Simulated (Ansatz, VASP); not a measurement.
# One calculation of Sn, two programs

File INCAR:

```
SYSTEM = Sn
  PREC = Accurate
  ENCUT = 520
  EDIFF = 1E-6
  ISMEAR = 0
  SIGMA = 0.024
  LREAL = .False.
  LASPH = .True.
  NELM = 100
  ALGO = Fast
  ISIF = 2
  LWAVE = .False.
  LCHARG = .False.
  GGA = PE
  NBANDS = 21
```

The input KPOINTS:

```
regular mesh
0
Gamma
  9 9 9
  0 0 0
```

The input POSCAR:

```
Sn
1.0
   -2.9401404553      2.9401404553      1.5993019889
    2.9401404553     -2.9401404553      1.5993019889
    2.9401404553      2.9401404553     -1.5993019889
Sn
2
Direct
    0.0000000000      0.0000000000      0.0000000000
    0.7500000000      0.2500000000      0.5000000000
```

The input input.yaml:

```yaml
crystal:
  lattice:
    - [-2.9401404553, 2.9401404553, 1.5993019889]
    - [2.9401404553, -2.9401404553, 1.5993019889]
    - [2.9401404553, 2.9401404553, -1.5993019889]
  atoms:
    - { symbol: Sn, position: [0.0, 0.0, 0.0] }
    - { symbol: Sn, position: [0.75, 0.25, 0.5] }
hamiltonian:
  xc: pbe
  pseudopotentials: { kind: paw }
kpoints:
  mp_grid: { grid: [9, 9, 9] }
scf:
  occupations: { method: gaussian, width: 0.024 }
output:
  forces: true
  stress: true
  eigenvalues: true
  write_density: true
  write_potential: true
  elf: true
  volumetric_format: npy
```

Alike in both runs: task single point; functional PBE; k mesh 9 × 9 × 9; occupations gaussian, width 0.024 eV; no spin polarisation.

```csv
,VASP,Ansatz
version,VASP 6.6.1,Ansatz 0.2.0
potentials or method,"VASP PAW PBE potentials, release 64 (Sn_d)",Ansatz PAW
plane-wave cutoff (eV),520,420
valence electrons in the cell,28,28
```

|  | VASP | Ansatz | Ansatz less VASP |
| --- | --- | --- | --- |
| gap on the k mesh at the Fermi level (eV) | none | none | - |
| pressure (GPa) | 1.4 | 1.4 | +0.06 |
| traceless stress, the component that is largest in VASP (GPa) | -0.21 | -0.21 | +0.005 |

A gap of «none» marks a metal or a gap that the smearing closes. The functional is the same, so the differences come from potentials, cutoffs and numerics.
